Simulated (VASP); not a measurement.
Input of a VASP 6.6.1 run:

INCAR

```
SYSTEM = Ba9S8
ALGO = Normal
EDIFF = 1E-7
ENCUT = 520
GGA = PE
ISIF = 2
ISMEAR = 0
LASPH = .True.
LCHARG = .True.
LELF = .True.
LREAL = Auto
LVHAR = .True.
LWAVE = .False.
NBANDS = 83
NELM = 80
PREC = Accurate
SIGMA = 0.02
```

Contents of KPOINTS:

```
k-points
0
Gamma
  2 2 2
  0 0 0
```

POSCAR

```
Ba9S8
1.0
    6.4285179485      0.0000000000      6.4285179485
    0.0000000000     -6.4285179485      6.4285179485
    6.4285179485     -6.4285179485      0.0000000000
Ba S
9 8
Direct
   -0.0004129257      0.5111659525      0.4998129469
   -0.0004008700     -0.0109057796      0.4998223581
    0.5080431487      0.4998841919      0.4918700586
    0.5769015549     -0.0000790229      0.4229234517
   -0.0083599362      0.4998845808      1.0082776547
   -0.0772985319     -0.0000516449      1.0770874493
    0.5000376488      0.4886977100      1.0002697436
    0.5000345376      0.0106939112      1.0002697436
    0.2498219672      0.9999270518      0.7500210840
    0.7498236823      0.7283272813      0.2500442579
    0.7498326268      0.2714741584      0.2500602025
    0.2477583500      0.7655204573      0.2208879265
    0.2518558730      0.2342903935      0.2792393230
    0.7206906066      0.7655056017      0.7479858559
    0.7789791582      0.2343057159      0.7520773122
    0.2498647453      0.6969618870      0.7500990179
    0.2498222005      0.3028113969      0.7500672066
```

Potentials or basis: VASP PAW PBE potentials, release 64 (Ba_sv, S).

The run is started by

```console
$ cat potpaw_PBE.64/Ba_sv/POTCAR potpaw_PBE.64/S/POTCAR > POTCAR
$ mpirun -np 1 vasp_std > vasp.out
```

(1) Predict the band gap on the k mesh.

(2) Estimate the pressure.

## Answers

(1) zero (bands 69 and 70 overlap by 0.13 eV).

(2) 5.1 GPa.

Caveat: the k points lie up to 0.42 Å⁻¹ apart; spin-orbit coupling is left out, which moves the levels of the heavy elements.
